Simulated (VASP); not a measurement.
# WS (Pm-3m) in VASP: settings compared

Aim: see how the results for WS move with the level of theory and the settings. Levels: PBE-based screened hybrid with 10 % exact exchange, PBE-based screened hybrid with 15 % exact exchange, PBE-based screened hybrid with 25 % exact exchange. Tasks: single point.

All numbers are computed with VASP 6.6.1; they aren't measurements. Logs are shortened: lines on timing, memory, paths and dates and some standing lists are left out, and cuts for length are marked.

### 1 The cell of the first run

The structure is cubic, space group Pm-3m (No. 221). Conventional cell: a = 3.008 Å, b = 3.008 Å, c = 3.008 Å, α = 90.00°, β = 90.00°, γ = 90.00°. Within 3.4 Å of W (site symmetry m-3m) lie 8 S at 2.60 Å and 6 W at 3.01 Å. Within 3.4 Å of S (site symmetry m-3m) lie 8 W at 2.60 Å and 6 S at 3.01 Å.

### 2 Single point, PBE-based screened hybrid with 10 % exact exchange

File POSCAR:

```
WS
1.0
    3.0078900000      0.0000000000      0.0000000000
    0.0000000000      3.0078900000      0.0000000000
    0.0000000000      0.0000000000      3.0078900000
W S
1 1
Direct
    0.5000000000      0.5000000000      0.5000000000
    0.0000000000      0.0000000000      0.0000000000
```

File INCAR.step1:

```
SYSTEM = WS
PREC = Accurate ; ENCUT = 520
EDIFF = 1E-5 ; ISMEAR = -1
SIGMA = 0.05 ; LREAL = .FALSE.
LASPH = .TRUE. ; NELM = 60
ALGO = Normal ; ISIF = 2
LWAVE = .TRUE. ; LCHARG = .FALSE.
NBANDS = 17 ; GGA = PE
```

File INCAR.step2:

```
SYSTEM = WS
PREC = Accurate ; ENCUT = 520
EDIFF = 1E-6 ; ISMEAR = -1
SIGMA = 0.05 ; LREAL = .FALSE.
LASPH = .TRUE. ; NELM = 60
ALGO = Normal ; ISIF = 2
LWAVE = .FALSE. ; LCHARG = .FALSE.
GGA = PE ; LHFCALC = .TRUE.
AEXX = 0.1 ; HFSCREEN = 0.2078699
PRECFOCK = Normal ; NBANDS = 17
ISTART = 1
```

File KPOINTS:

```
regular mesh
0
G
  5 5 5
  0 0 0
```

Potentials or basis: VASP PAW PBE potentials, release 64 (W_sv, S).

Launch:

```
> cat potpaw_PBE.64/W_sv/POTCAR potpaw_PBE.64/S/POTCAR > POTCAR
> cp INCAR.step1 INCAR
> mpirun -np 1 vasp_std > vasp.out
> cp INCAR.step2 INCAR
> mpirun -np 1 vasp_std > vasp.out
```

OUTCAR:

```text
SYSTEM = WS
   PREC = Accurate
   ENCUT = 520
   EDIFF = 1E-6
   ISMEAR = -1
   LREAL = .FALSE.
   LASPH = .TRUE.
   NELM = 60
   ISIF = 2
   GGA = PE
   LHFCALC = .TRUE.
   AEXX = 0.1
   HFSCREEN = 0.2078699
   PRECFOCK = Normal
   ISTART = 1

 ion  position               nearest neighbor table
   1  0.500  0.500  0.500-   2 2.60   2 2.60   2 2.60   2 2.60   2 2.60   2 2.60   2 2.60   2 2.60

   2  0.000  0.000  0.000-   1 2.60   1 2.60   1 2.60   1 2.60   1 2.60   1 2.60   1 2.60   1 2.60

  LATTYP: Found a simple cubic cell.
 ALAT       =     3.0078900000

  Lattice vectors:

 A1 = (   3.0078900000,   0.0000000000,   0.0000000000)
 A2 = (   0.0000000000,   3.0078900000,   0.0000000000)
 A3 = (   0.0000000000,   0.0000000000,   3.0078900000)

Analysis of symmetry for initial positions (statically):
=====================================================================
 Subroutine PRICEL returns:
 Original cell was already a primitive cell.

 Routine SETGRP: Setting up the symmetry group for a
 simple cubic supercell.

 Subroutine GETGRP returns: Found 48 space group operations
 (whereof 48 operations were pure point group operations)
 out of a pool of 48 trial point group operations.

The static configuration has the point symmetry O_h .

Analysis of symmetry for dynamics (positions and initial velocities):
=====================================================================
 Subroutine PRICEL returns:
 Original cell was already a primitive cell.

 Routine SETGRP: Setting up the symmetry group for a
 simple cubic supercell.

 Subroutine GETGRP returns: Found 48 space group operations
 (whereof 48 operations were pure point group operations)
 out of a pool of 48 trial point group operations.

The dynamic configuration has the point symmetry O_h .

 Subroutine INISYM returns: Found 48 space group operations
 (whereof 48 operations are pure point group operations),
 and found     1 'primitive' translations

----------------------------------------------------------------------------------------

                                     Primitive cell

  volume of cell :      27.2136

  direct lattice vectors                    reciprocal lattice vectors
     3.007890000  0.000000000  0.000000000     0.332458966  0.000000000  0.000000000
     0.000000000  3.007890000  0.000000000     0.000000000  0.332458966  0.000000000
     0.000000000  0.000000000  3.007890000     0.000000000  0.000000000  0.332458966

  length of vectors
     3.007890000  3.007890000  3.007890000     0.332458966  0.332458966  0.332458966

  position of ions in fractional coordinates (direct lattice)
     0.500000000  0.500000000  0.500000000
     0.000000000  0.000000000  0.000000000

  ion indices of the primitive-cell ions
   primitive index   ion index
                 1           1
                 2           2

----------------------------------------------------------------------------------------

 KPOINTS: regular mesh

Automatic generation of k-mesh.
 Grid dimensions read from file:
 generate k-points for:    5    5    5

 Generating k-lattice:

  Cartesian coordinates                     Fractional coordinates (reciprocal lattice)
     0.066491793  0.000000000  0.000000000     0.200000000  0.000000000  0.000000000
     0.000000000  0.066491793  0.000000000     0.000000000  0.200000000  0.000000000
     0.000000000  0.000000000  0.066491793     0.000000000  0.000000000  0.200000000

  Length of vectors
     0.066491793  0.066491793  0.066491793

  Shift w.r.t. Gamma in fractional coordinates (k-lattice)
     0.000000000  0.000000000  0.000000000

 Subroutine IBZKPT returns following result:
 ===========================================

 Found     10 irreducible k-points:

 Following reciprocal coordinates:
            Coordinates               Weight
  0.000000  0.000000  0.000000      1.000000
  0.200000  0.000000  0.000000      6.000000
  0.400000  0.000000  0.000000      6.000000
  0.200000  0.200000  0.000000     12.000000
  0.400000  0.200000  0.000000     24.000000
  0.400000  0.400000  0.000000     12.000000
  0.200000  0.200000  0.200000      8.000000
  0.400000  0.200000  0.200000     24.000000
  0.400000  0.400000  0.200000     24.000000
  0.400000  0.400000  0.400000      8.000000
   k-points           NKPTS =     10   k-points in BZ     NKDIM =    125   number of bands    NBANDS=     17
   number of dos      NEDOS =    301   number of ions     NIONS =      2
   total plane-waves  NPLWV =  13824
   dimension x,y,z NGX =    24 NGY =   24 NGZ =   24
   dimension x,y,z NGXF=    48 NGYF=   48 NGZF=   48
   ions per type =               1   1
   NGX,Y,Z   is equivalent  to a cutoff of  13.26, 13.26, 13.26 a.u.
   NGXF,Y,Z  is equivalent  to a cutoff of  26.53, 26.53, 26.53 a.u.
 SYSTEM =  WS
   PREC   = accura    normal or accurate (medium, high low for compatibility)
   ISTART =      1    job   : 0-new  1-cont  2-samecut
   ICHARG =      0    charge: 1-file 2-atom 10-const
   ISPIN  =      1    spin polarized calculation?
   LNONCOLLINEAR =      F non collinear calculations
   LSORBIT =      F    spin-orbit coupling
   LASPH  =      T    aspherical Exc in radial PAW
   ENCUT  =  520.0 eV  38.22 Ry    6.18 a.u.   5.59  5.59  5.59*2*pi/ulx,y,z
   NELM   =     60;   NELMIN=  2; NELMDL=  0     # of ELM steps
   EDIFF  = 0.1E-05   stopping-criterion for ELM
   LREAL  =      F    real-space projection
   EDIFFG = 0.1E-04   stopping-criterion for IOM
   NSW    =      0    number of steps for IOM
   IBRION =     -1    ionic relax: 0-MD 1-quasi-New 2-CG
   NFREE  =      0    steps in history (QN), initial steepest desc. (CG)
   ISIF   =      2    stress and relaxation
   ISYM   =      3    0-nonsym 1-usesym 2-fastsym
   POTIM  = 0.5000    time-step for ionic-motion
   TEBEG  =    0.0;   TEEND  =   0.0 temperature during run
   PSTRESS=    0.0 pullay stress
   NELECT =      20.0000    total number of electrons
   NUPDOWN=      -1.0000    fix difference up-down
   EMIN   =  10.00;   EMAX   =-10.00  energy-range for DOS
   EFERMI =   0.00;   METHOD = LEGACY
   ISMEAR =    -1;   SIGMA  =   0.05  broadening in eV -4-tet -1-fermi 0-gaus
   EFERMI_NEDOS =   21; number of points for ismear=-14 and -15
   IALGO  =     38    algorithm
   IMIX   =      1    mixing-type and parameters
     AMIX     =   0.40;   BMIX     =  1.00
     AMIX_MAG =   1.60;   BMIX_MAG =  1.00
  volume/ion in A,a.u.               =      13.61        91.82
  Fermi-wavevector in a.u.,A,eV,Ry     =   1.477371  2.791826 29.696414  2.182625
  Thomas-Fermi vector in A             =   2.591783
   LORBIT       =      0    0 simple, 1 ext, 2 COOP (PROOUT), +10 PAW based schemes
   GGA     = PE    functional components
   LHFCALC =     T    Hartree Fock is set to
   PRECFOCK=normal    Normal, Fast or Accurate (Low or Medium for compatibility)
   ENCUT4O =  -1.0   cutoff for four orbital integrals eV
   NKREDX  =     1    reduce k-point grid by
   NKREDY  =     1    reduce k-point grid by
   NKREDZ  =     1    reduce k-point grid by
   AEXX    =    0.1000 exact exchange contribution
   HFSCREEN=    0.2079 screening length (either q_TF or 0.3 A-1)
   HFSCREENC=   0.2079 screening length for correlation (either q_TF or 0.3 A-1)
   ENCUTFOCK=  -1.0 apply spherical cutoff to Coloumb kernel
   IVDW    =     0    specifies the selected vdW correction
   LEPSILON=     F    determine dielectric tensor
   LRPA    =     F    only Hartree local field effects (RPA)
 non-spin polarized calculation
  energy-cutoff  :      520.00
  volume of cell :       27.21
 maximum number of plane-waves:       743
 NGX is ok and might be reduce to    24
  NGX = 18; NGY = 18; NGZ = 18

 number of electron      19.9999996 magnetization

 Free energy of the ion-electron system (eV)
  ---------------------------------------------------
  ext. energy  EPLUGINS =         0.00000000
  ---------------------------------------------------
  free energy    TOTEN  =       -17.73184524 eV

  energy without entropy =      -17.71197401  energy(sigma->0) =      -17.72190963

 E-fermi :  12.8926     XC(G=0): -12.2760

 val. band max:       12.4910190414   @ k =   0.4000   0.4000   0.4000
 cond. band min:      12.9012469383   @ k =   0.2000   0.2000   0.0000
 fundamental gap:      0.4102278969
 Fermi energy:        12.8925993892

 k-point     1 :       0.0000    0.0000    0.0000
  band No.  band energies     occupation
      1     -63.5361      2.00000
      2     -27.0287      2.00000
      3     -27.0287      2.00000
      4     -27.0287      2.00000
      5      -5.8192      2.00000
      6       7.7299      2.00000
[... 9 lines left out ...]
     16      22.5531      0.00000
     17      30.0898      0.00000

 k-point     2 :       0.2000    0.0000    0.0000
  band No.  band energies     occupation
      1     -63.5292      2.00000
      2     -27.1853      2.00000
      3     -27.0140      2.00000
      4     -27.0140      2.00000
      5      -5.1772      2.00000
      6       5.4431      2.00000
[... 9 lines left out ...]
     16      23.9848      0.00000
     17      25.6580      0.00000

 k-point     3 :       0.4000    0.0000    0.0000
  band No.  band energies     occupation
      1     -63.5180      2.00000
      2     -27.4315      2.00000
      3     -26.9903      2.00000
      4     -26.9903      2.00000
      5      -3.7379      2.00000
      6       2.2825      2.00000
[... 9 lines left out ...]
     16      21.7591      0.00000
     17      21.7591      0.00000

 k-point     4 :       0.2000    0.2000    0.0000
  band No.  band energies     occupation
      1     -63.5223      2.00000
      2     -27.1744      2.00000
      3     -27.1609      2.00000
      4     -26.9995      2.00000
      5      -4.6461      2.00000
      6       5.3278      2.00000
[... 9 lines left out ...]
     16      23.2440      0.00000
     17      23.4360      0.00000

 k-point     5 :       0.4000    0.2000    0.0000
  band No.  band energies     occupation
      1     -63.5112      2.00000
      2     -27.4093      2.00000
      3     -27.1389      2.00000
      4     -26.9762      2.00000
      5      -3.5426      2.00000
      6       2.9749      2.00000
[... 9 lines left out ...]
     16      22.0511      0.00000
     17      23.5240      0.00000

 k-point     6 :       0.4000    0.4000    0.0000
  band No.  band energies     occupation
      1     -63.5001      2.00000
      2     -27.3752      2.00000
      3     -27.3701      2.00000
      4     -26.9534      2.00000
      5      -3.2237      2.00000
      6       4.3530      2.00000
[... 9 lines left out ...]
     16      24.8702      0.00000
     17      25.4807      0.00000

 k-point     7 :       0.2000    0.2000    0.2000
  band No.  band energies     occupation
      1     -63.5155      2.00000
      2     -27.1626      2.00000
      3     -27.1445      2.00000
      4     -27.1445      2.00000
      5      -4.1920      2.00000
      6       6.0694      2.00000
[... 9 lines left out ...]
     16      22.7179      0.00000
     17      24.9607      0.00000

 k-point     8 :       0.4000    0.2000    0.2000
  band No.  band energies     occupation
      1     -63.5044      2.00000
      2     -27.3882      2.00000
      3     -27.1273      2.00000
      4     -27.1181      2.00000
      5      -3.2763      2.00000
      6       3.5583      2.00000
[... 9 lines left out ...]
     16      22.2523      0.00000
     17      22.4105      0.00000

 k-point     9 :       0.4000    0.4000    0.2000
  band No.  band energies     occupation
      1     -63.4932      2.00000
      2     -27.3559      2.00000
      3     -27.3514      2.00000
      4     -27.0965      2.00000
      5      -2.7869      2.00000
      6       4.2518      2.00000
[... 9 lines left out ...]
     16      22.8731      0.00000
     17      24.8915      0.00000

 k-point    10 :       0.4000    0.4000    0.4000
  band No.  band energies     occupation
      1     -63.4821      2.00000
      2     -27.3261      2.00000
      3     -27.3212      2.00000
      4     -27.3212      2.00000
      5      -1.8324      2.00000
      6       3.7057      2.00000
[... 9 lines left out ...]
     16      19.7430      0.00000
     17      25.4598      0.00000

------------------------ aborting loop because EDIFF is reached ----------------------------------------

  FORCE on cell =-STRESS in cart. coord.  units (eV):
  Direction    XX          YY          ZZ          XY          YZ          ZX
  --------------------------------------------------------------------------------------
  -------------------------------------------------------------------------------------
  Total       -0.5221716     -0.5221716     -0.5221716     -0.0000000     -0.0000000     -0.0000000
  in kB      -30.7424139    -30.7424139    -30.7424139     -0.0000000     -0.0000000     -0.0000000
  external PRESSURE =     -30.7424139 kB  Pullay stress =       0.0000000 kB

 VOLUME and BASIS-vectors are now :
 -----------------------------------------------------------------------------
  energy-cutoff  :      520.00
  volume of cell :       27.21
      direct lattice vectors                 reciprocal lattice vectors
     3.007890000  0.000000000  0.000000000     0.332458966  0.000000000  0.000000000
     0.000000000  3.007890000  0.000000000     0.000000000  0.332458966  0.000000000
     0.000000000  0.000000000  3.007890000     0.000000000  0.000000000  0.332458966

 POSITION                                       TOTAL-FORCE (eV/Angst)
 -----------------------------------------------------------------------------------
      1.50395      1.50395      1.50395         0.000000      0.000000      0.000000
      0.00000      0.00000      0.00000         0.000000      0.000000      0.000000
 -----------------------------------------------------------------------------------
    total drift:                                0.000000      0.000000     -0.000000

  FREE ENERGIE OF THE ION-ELECTRON SYSTEM (eV)
  ---------------------------------------------------
  free  energy   TOTEN  =       -17.7318452430 eV

  energy  without entropy=      -17.7119740136  energy(sigma->0) =      -17.72190963
```

Run time: 27 min. Hardware: 1 thread of Intel Xeon 8259CL, shared host; peak memory 0.26 GiB.

What came out:

- Free energy: -17.7318 eV
- Pressure: -3.1 GPa
- Band gap on the k mesh: zero (bands 10 and 11 overlap by 2.12 eV)

Levels at points of the mesh, in eV from the Fermi level:
```csv
k point,band 7,band 8,band 9,band 10,band 11,band 12,band 13,band 14
"(0.00, 0.00, 0.00)",-5.16,-3.38,-3.38,-3.38,1.02,1.02,1.02,2.33
```

Caveat: the k points lie up to 0.42 Å⁻¹ apart, too coarse for converged energies and pressures of a metal; the PAW data sets were made with another functional, which shifts forces and pressure a little; spin-orbit coupling is left out, which moves the levels of the heavy elements.

[end of part 1 of 2]

The gap in the log of VASP goes by the Fermi energy; the results here count the filled bands.